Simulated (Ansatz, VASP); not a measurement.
One calculation of GaN, two programs

```
Ga N
1.0
     0.00000    2.27434    2.27434
     2.27434    0.00000    2.27434
     2.27434    2.27434    0.00000
Ga N
1 1
Cartesian
  0.0000 0.0000 0.0000
  1.1372 1.1372 1.1372
```

Alike in both runs: functional PBE; k mesh 10 × 10 × 10; occupations gaussian, width 0.02 eV; no spin polarisation.

Ansatz relaxed the structure, and its values are those at the end. VASP's run is a single point on that final structure, the one shown.

|  | VASP | Ansatz |
| --- | --- | --- |
| version | VASP 6.6.1 | Ansatz 0.2.0 |
| potentials or method | VASP PAW PBE potentials, release 64 (Ga_d, N), cutoff 600 eV | scalar-relativistic, plane waves, PAW |
| valence electrons in the cell | 18 | 18 |

|  | VASP | Ansatz | Ansatz less VASP |
| --- | --- | --- | --- |
| gap on the k mesh at the Fermi level (eV) | 1.55 | 1.54 | -0.003 |
| least direct gap on the mesh (eV) | 1.55 | 1.54 | -0.003 |
| pressure (GPa) | -0.1 | 0.0 | +0.07 |
